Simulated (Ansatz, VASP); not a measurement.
**Zn2B3 in VASP and in Ansatz**

```xyz
10
Lattice="4.7977 0.0000 0.0000 0.0000 6.5582 0.0000 0.0000 0.0000 3.5807" Properties=species:S:1:pos:R:3 pbc="T T T"
Zn    0.0000    1.3367    1.2558
Zn    0.0000    5.2215    1.2558
Zn    2.3989    1.9424    2.3249
Zn    2.3989    4.6157    2.3249
B     3.9856    0.0000    2.9736
B     0.8121    0.0000    2.9736
B     1.5867    3.2791    0.6072
B     3.2110    3.2791    0.6072
B     2.3989    0.0000    3.1358
B     0.0000    3.2791    0.4449
```

Alike in both runs: task single point; functional PBE; k mesh 4 × 4 × 6; occupations gaussian, width 0.1 eV; no spin polarisation.

|  | VASP | Ansatz |
| --- | --- | --- |
| version | VASP 6.6.1 | Ansatz 0.2.0 |
| potentials or method | VASP PAW PBE potentials, release 64 (Zn, B), cutoff 500 eV | scalar-relativistic, plane waves, PAW |
| valence electrons in the cell | 66 | 66 |

|  | VASP | Ansatz | Ansatz less VASP |
| --- | --- | --- | --- |
| gap on the k mesh at the Fermi level (eV) | none | none | - |
| pressure (GPa) | 1.4 | 1.1 | -0.31 |
| traceless stress, the component that is largest in VASP (GPa) | 2.41 | 2.27 | -0.142 |
| rms of the force components (eV/Å) | 0.029 | 0.027 | -0.0020 |

Atom by atom the forces differ by 0.005 eV/Å (rms over components). A gap of «none» marks a metal or a gap that the smearing closes.
